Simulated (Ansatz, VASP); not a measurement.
**Two plane-wave programs on AlN**

```
Al N
1.0
     0.00000    2.03452    2.03452
     2.03452    0.00000    2.03452
     2.03452    2.03452    0.00000
Al N
1 1
Direct
  0.50000 0.50000 0.50000
  0.00000 0.00000 0.00000
```

Alike in both runs: task relaxation of cell and atoms; functional PBE; k mesh 11 × 11 × 11; occupations fermi-dirac, width 0.05 eV; no spin polarisation.

```csv
,VASP,Ansatz
version,VASP 6.6.1,Ansatz 0.2.0
potentials or method,"VASP PAW PBE potentials, release 64 (Al, N)",Ansatz PAW
plane-wave cutoff (eV),600,420
valence electrons in the cell,8,8
```

|  | VASP | Ansatz | Ansatz less VASP |
| --- | --- | --- | --- |
| gap on the k mesh at the Fermi level, each at its own relaxed structure (eV) | 4.55 | 4.57 | +0.012 |
| relaxed volume (Å³/atom) | 8.42 | 8.43 | +0.009 |
| relaxed cell length with the largest relative difference (Å) | 2.877 | 2.878 | +0.0011 |

Noted on VASP's run: the relaxation stopped at its first step, so nothing moved. Noted on Ansatz's run: odd divisions of the mesh miss points on the zone boundary, where band edges often lie, so the gap on the mesh can be too wide; the plane-wave basis is chosen anew once the cell has moved, so the energies of steps on either side of that aren't comparable.
